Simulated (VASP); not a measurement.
Set up this calculation in VASP 6.6.1, as the native input.

```yaml
Task: single point
Functional: PBE
Dispersion: D3(BJ)
Potentials_or_basis: VASP PAW PBE potentials, release 64 (Cd, S)
Cutoff: 520 eV
k_mesh: 8 × 8 × 8
Occupations: gaussian, width 0.05 eV
Spin: no spin polarisation
Dipole_correction: no
Further_INCAR_settings: ALGO = Normal; EDIFF = 1e-06; NBANDS = 26
```

The structure of CdS lies in POSCAR:

```
CdS
1.0
    4.0976668513      0.0000000000      0.0000000000
    2.0488334257     -3.5486835895     -3.8283122367
    2.0488334256      3.5486835895     -3.8283122367
Cd S
2 2
Direct
    0.7653972088      0.2346027912      0.2346027912
    0.2653972088      0.7346027912      0.7346027912
    0.6731027913      0.6602305421      0.9935638754
    0.1731027912      0.1602305421      0.4935638754
```

The input as run:

INCAR

```
SYSTEM = CdS
  PREC = Accurate
  ENCUT = 520
  EDIFF = 1E-6
  ISMEAR = 0
  SIGMA = 0.05
  LREAL = .False.
  LASPH = .True.
  NELM = 80
  ALGO = Normal
  ISIF = 2
  LWAVE = .False.
  LCHARG = .False.
  GGA = PE
  IVDW = 12
  NBANDS = 26
```

KPOINTS

```
Automatic mesh
0
Gamma
  8 8 8
  0 0 0
```

Potentials or basis: VASP PAW PBE potentials, release 64 (Cd, S).

Command:

```sh
$ cat potpaw_PBE.64/Cd/POTCAR potpaw_PBE.64/S/POTCAR > POTCAR
$ mpirun -np 1 vasp_std > vasp.out
```

Results of the run:

The pressure is 0.3 GPa and the largest force is 0.028 eV/Å. The band gap on the k mesh is 0.93 eV and the dispersion energy per atom is -0.270 eV.

Run time: 2.7 min on 1 thread of Intel(R) Xeon(R) 6975P-C (Granite Rapids), on a shared host, peak memory 0.48 GiB.
